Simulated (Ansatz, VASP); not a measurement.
Na2S: VASP beside Ansatz

```xyz
3
Lattice="0.0000 3.1824 3.1824 3.1824 0.0000 3.1824 3.1824 3.1824 0.0000" Properties=species:S:1:pos:R:3 pbc="T T T"
Na    1.5912    1.5912    1.5912
Na    4.7736    4.7736    4.7736
S     0.0000    0.0000    0.0000
```

Alike in both runs: task single point; functional PBE; k mesh 8 × 8 × 8; occupations gaussian, width 0.02 eV; no spin polarisation.

|  | VASP | Ansatz |
| --- | --- | --- |
| version | VASP 6.6.1 | Ansatz 0.2.0 |
| potentials or method | VASP PAW PBE potentials, release 64 (Na_pv, S), cutoff 500 eV | scalar-relativistic, plane waves, PAW |
| valence electrons in the cell | 20 | 24 |

Ansatz gave:

| Quantity | Value |
| --- | --- |
| gap on the k mesh at the Fermi level (eV) | 2.77 |
| least direct gap on the mesh (eV) | 2.77 |
| pressure (GPa) | 3.2 |

**Question.** Estimate VASP's values.

**Answer.** gap on the k mesh at the Fermi level (eV): 2.77; least direct gap on the mesh (eV): 2.77; pressure (GPa): 3.3.

VASP's potentials hold 20 valence electrons a cell and Ansatz's 24, so a difference there can come from the potentials and not from the codes.
